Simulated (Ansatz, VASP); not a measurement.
Two plane-wave programs on Be2Si

```
Be Si
1.0
    -1.70853    1.70853    5.76234
     1.70853   -1.70853    5.76234
     1.70853    1.70853   -5.76234
Be Si
4 2
Direct
  0.41422 0.41422 0.00000
  0.16422 0.66422 0.50000
  0.33578 0.83578 0.50000
  0.58578 0.58578 0.00000
  0.00000 0.00000 0.00000
  0.75000 0.25000 0.50000
```

Alike in both runs: functional PBE; k mesh 8 × 8 × 8; occupations gaussian, width 0.1 eV; no spin polarisation.

Ansatz relaxed the structure, and its values are those at the end. VASP's run is a single point on that final structure, the one shown.

```csv
,VASP,Ansatz
version,VASP 6.6.1,Ansatz 0.2.0
potentials or method,"VASP PAW PBE potentials, release 64 (Be, Si), cutoff 520 eV","scalar-relativistic, plane waves, PAW"
valence electrons in the cell,16,16
```

```csv
,VASP,Ansatz,Ansatz less VASP
gap on the k mesh at the Fermi level (eV),none,none,-
pressure (GPa),-0.1,-0.2,-0.05
```

A gap of «none» marks a metal or a gap that the smearing closes.
